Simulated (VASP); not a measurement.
Crystal: ZnS (Wurtzite-2H).

```
Zn S
1.0
     3.81100    0.00000    0.00000
    -1.90550    3.30042    0.00000
     0.00000    0.00000    6.23400
Zn S
2 2
Direct
  0.33333 0.66667 0.00000
  0.66667 0.33333 0.50000
  0.33333 0.66667 0.38500
  0.66667 0.33333 0.88500
```

```yaml
Program: VASP 6.6.1
Task: relaxation of cell and atoms
Functional: r2SCAN
Potentials_or_basis: VASP PAW PBE potentials, release 64 (Zn, S)
Cutoff: 600 eV
k_mesh: 6 × 6 × 4
Occupations: gaussian, width 0.01 eV
Spin: no spin polarisation
```

At the start: pressure 0.1 GPa; volume 19.60 Å³/atom.

Problem. How do energy, volume and symmetry change on relaxing?

Solution. Over 9 steps the energy falls by 5.5 meV/atom and the volume is 19.58 Å³/atom (-0.1 %); space group P6_3mc (No. 186, to 0.05 Å).

Step by step:
```csv
step,energy change (eV),largest force (eV/Å),pressure (GPa),volume (Å³)
1,0.0000,0.3188,0.14,78.41
2,-0.0157,0.1164,-0.18,78.61
3,-0.0161,0.0751,-0.22,78.64
4,-0.0198,0.0359,0.05,78.36
5,-0.0211,0.0066,0.24,78.16
6,-0.0206,0.0542,0.61,77.77
7,-0.0214,0.0140,0.35,78.03
8,-0.0217,0.0042,-0.18,78.55
9,-0.0220,0.0033,0.08,78.32
```

Final structure:
```
Zn S
1.0
     3.80710    0.00000    0.00000
    -1.90355    3.29705    0.00000
     0.00000    0.00000    6.23992
Zn S
2 2
Direct
  0.33333 0.66667 0.00531
  0.66667 0.33333 0.50531
  0.33333 0.66667 0.37969
  0.66667 0.33333 0.87969
```

Caveat: the PAW data sets were made with another functional, which shifts forces and pressure a little.
